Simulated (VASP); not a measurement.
Set up this calculation in VASP 6.6.1, as the native input.

| Property | Result |
| --- | --- |
| Task | single point |
| Functional | LDA |
| Potentials or basis | VASP PAW LDA potentials, release 64 (Si) |
| Cutoff | 520 eV |
| k mesh | 14 × 14 × 14 |
| Occupations | gaussian, width 0.15 eV |
| Spin | no spin polarisation |
| Dipole correction | no |
| Further INCAR settings | ALGO = Normal; EDIFF = 1e-07; NBANDS = 11 |

The structure of Si lies in POSCAR:

```
Si
1.0
   -2.3742725767      2.3820206510      1.3028583253
    2.3767518971     -2.3905602315      1.3229698823
    2.3634022416      2.3796898965     -1.3184446585
Si
2
Direct
    0.2501109489      0.7502638760      0.4945334837
    0.4998890511      0.4997361240      0.0054665163
```

These files were run (other wordings do the same):

INCAR

```
SYSTEM = Si
  PREC = Accurate
  ENCUT = 520
  EDIFF = 1E-7
  ISMEAR = 0
  SIGMA = 0.15
  LREAL = .FALSE.
  LASPH = .TRUE.
  NELM = 60
  ALGO = Normal
  ISIF = 2
  LWAVE = .FALSE.
  LCHARG = .TRUE.
  GGA = CA
  LELF = .TRUE.
  LVHAR = .TRUE.
  NBANDS = 11
```

KPOINTS

```
Automatic mesh
0
G
  14 14 14
  0 0 0
```

Potentials or basis: VASP PAW LDA potentials, release 64 (Si).

Run with:

```sh
$ cat potpaw_LDA.64/Si/POTCAR > POTCAR
$ mpirun -np 1 vasp_std > vasp.out
```

Results of the run:

| Quantity | Value |
| --- | --- |
| Pressure | 0.2 GPa |
| Largest force | 0.219 eV/Å |
| Band gap on the k mesh | zero (bands 4 and 5 overlap by 6.47 eV) |

Run time: 12 min on 1 thread of Intel Xeon 8259CL, with other jobs on the host, peak memory 0.4 GiB.
